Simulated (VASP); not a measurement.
**BH24C12F3: single point with PBE+D3(BJ)**

BH24C12F3:

```xyz
40
Lattice="7.2154 0.0000 0.0000 0.0000 7.2154 0.0000 0.0000 0.0000 7.2154" Properties=species:S:1:pos:R:3 pbc="T T T"
B     7.2380    6.4460    4.2091
F     8.2814    6.8641    3.5756
F     6.0499    6.5171    3.6529
F     7.5019    5.7242    5.3430
C     6.5242    6.0541    1.2641
C     6.1454    4.7989    1.2667
C     4.9371    1.9606    0.9014
C     4.3208    2.3138   -0.2506
C     3.2995   -0.4518    5.7268
C     3.8595   -1.5923    5.1850
C     3.7851    2.8468    3.7929
C     3.5765    1.5310    3.7165
C     2.6172    5.9452    1.4924
C     2.1041    5.0104    0.6366
C     0.2879    1.8480    4.5722
C     1.0350    2.2740    5.4972
H     5.9663    6.4824    0.4580
H     7.1596    6.5557    1.8319
H     5.4331    4.4458    0.5595
H     6.4462    3.9028    1.7933
H     5.2406    0.9670    0.8857
H     5.3247    2.7332    1.6816
H     4.2330    1.6651   -1.0220
H     4.3276    3.4314   -0.5837
H     2.6942    0.2491    5.1903
H     3.8589    0.0846    6.4403
H     3.7041   -2.0202    4.2401
H     4.7094   -2.1801    5.6796
H     2.9971    3.6482    3.7264
H     4.8002    3.4438    4.1905
H     2.9080    0.9085    3.3340
H     4.6618    0.9469    3.9672
H     2.2554    6.8876    1.4962
H     3.2034    5.7941    2.3751
H     1.3575    5.2176   -0.0934
H     2.6914    4.1740    0.9903
H    -0.7382    2.2169    4.6884
H     0.6787    1.8906    3.5481
H     0.5468    2.4155    6.4938
H     2.0031    2.9001    5.0867
```

```json
{"Program": "VASP 6.6.1", "Task": "single point", "Functional": "PBE", "Dispersion": "D3(BJ)", "Potentials or basis": "VASP PAW PBE potentials, release 64 (B, F, C, H)", "Cutoff": "520 eV", "k mesh": "1 × 1 × 1", "Occupations": "fermi-dirac, width 0.05 eV", "Spin": "no spin polarisation", "Dipole correction": "no", "Further INCAR settings": "LREAL = Auto; ALGO = Normal; EDIFF = 1e-06; NBANDS = 74"}
```

* Pressure: 4.6 GPa
* Largest force: 8.481 eV/Å
* Band gap on the k mesh: 3.27 eV
* Dispersion energy per atom: -0.057 eV

Forces on the atoms (eV/Å):
```
B   -0.101 -1.410  2.069
F    1.525  0.265 -1.118
F   -0.543  0.054  0.839
F   -0.950  0.647 -0.945
C   -3.080 -2.164 -3.069
C    0.194 -1.409  0.274
C   -0.285  3.013 -0.705
C    2.144  4.509  2.316
C    2.139 -2.239 -2.107
C    0.733  1.452  2.433
C    0.691  2.287  1.118
C    8.126  1.629  1.800
C   -1.360 -2.224 -1.238
C    2.902  1.440  3.555
C   -3.243  0.436 -4.294
C    4.206  3.814  3.207
H    0.071  1.401 -0.373
H    2.758  1.921  1.856
H   -0.700  0.270 -0.789
H    0.939  0.363  0.983
H    0.454 -2.021  1.107
H   -1.034 -1.917 -1.318
H   -0.567 -1.787 -2.155
H   -0.714 -1.951  0.806
H   -1.030 -0.295 -0.260
H    0.159 -0.361  1.674
H   -0.962 -0.046 -1.184
H   -1.097  1.210 -0.155
H    0.355 -0.895 -0.551
H   -2.293 -2.201 -1.064
H   -3.340 -1.948 -1.516
H   -3.091  1.212 -0.775
H   -1.110  3.447 -0.354
H    0.876 -0.804  0.076
H   -0.121 -0.401 -0.518
H   -0.846 -1.707 -1.333
H   -0.720 -1.550  0.024
H   -0.300 -0.086 -0.045
H    0.909  0.279 -0.372
H   -1.695 -2.231  2.100
```

Stress tensor (GPa, compression positive):
```
3.10 1.20 1.77
1.20 4.66 1.82
1.77 1.82 6.07
```

Levels at points of the mesh, in eV from the valence-band top:
| k point | band 46 | band 47 | band 48 | band 49 | band 50 | band 51 |
| --- | --- | --- | --- | --- | --- | --- |
| (0.00, 0.00, 0.00) | -0.91 | -0.60 | 0.00 | 3.27 | 3.85 | 4.07 |

It took 77 s on 1 thread of Intel(R) Xeon(R) Platinum 8259CL CPU @ 2.50GHz (Skylake/Cascade Lake), on a shared host, peak memory 0.37 GiB.

Caveat: the k points lie up to 0.87 Å⁻¹ apart.
